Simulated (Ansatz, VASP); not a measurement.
## Two plane-wave programs on TaSi3

```xyz
4
Lattice="-1.9033 1.9033 4.2516 1.9033 -1.9033 4.2516 1.9033 1.9033 -4.2516" Properties=species:S:1:pos:R:3 pbc="T T T"
Ta    0.0000    0.0000    0.0000
Si    0.0000    0.0000    4.2516
Si    1.9033    0.0000    2.1258
Si    0.0000    1.9033    2.1258
```

Alike in both runs: task relaxation of cell and atoms; functional PBE; k mesh 6 × 6 × 6; occupations gaussian, width 0.1 eV; no spin polarisation.

|  | VASP | Ansatz |
| --- | --- | --- |
| version | VASP 6.6.1 | Ansatz 0.2.0 |
| potentials or method | VASP PAW PBE potentials, release 64 (Ta_pv, Si), cutoff 600 eV | scalar-relativistic, plane waves, PAW |
| valence electrons in the cell | 23 | 25 |

|  | VASP | Ansatz | Ansatz less VASP |
| --- | --- | --- | --- |
| gap on the k mesh at the Fermi level, each at its own relaxed structure (eV) | none | none | - |
| relaxed volume (Å³/atom) | 14.72 | 14.72 | +0.001 |
| relaxed cell length with the largest relative difference (Å) | 5.020 | 5.017 | -0.0026 |

A gap of «none» marks a metal or a gap that the smearing closes. VASP's potentials hold 23 valence electrons a cell and Ansatz's 25, so a difference there can come from the potentials and not from the codes.

The k mesh is coarse, so the values compare programs but aren't converged. Neither program's run includes spin-orbit coupling.
